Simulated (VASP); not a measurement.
**TaSb: single point with PBEsol**

The system is TaSb.

```
CELL_PARAMETERS angstrom
0.00000 2.79369 2.79369
2.79369 0.00000 2.79369
2.79369 2.79369 0.00000
ATOMIC_POSITIONS crystal
Ta 0.50000 0.50000 0.50000
Sb 0.00000 0.00000 0.00000
```

```
Program             : VASP 6.6.1
Task                : single point
Functional          : PBEsol
Potentials or basis : VASP PAW PBE potentials, release 64 (Ta_pv, Sb)
Cutoff              : 500 eV
k mesh              : 6 × 6 × 6
Occupations         : gaussian, width 0.1 eV
Spin                : no spin polarisation
```

* Pressure: 0.1 GPa
* Band gap on the k mesh: zero (band 8 reaches 8.73 eV, above the bottom of band 9 at 7.36 eV)

Levels at points of the mesh, in eV from the Fermi level:
```tsv
k point	band 5	band 6	band 7	band 8	band 9	band 10	band 11	band 12
(0.00, 0.00, 0.00)	-1.26	-1.26	-1.26	-0.62	-0.62	0.54	0.54	0.54
(0.50, 0.00, 0.00)	-7.13	-3.85	-3.85	0.55	0.55	0.78	3.14	5.58
(0.50, 0.50, 0.00)	-5.01	-2.88	-1.89	-1.89	0.25	0.33	1.27	1.27
```

Run time: 23 s on 1 thread of Intel Xeon 8259CL, on a shared host, peak memory 0.17 GiB.

Caveat: the PAW data sets were made with another functional, which shifts forces and pressure a little; spin-orbit coupling is left out, which moves the levels of the heavy elements.
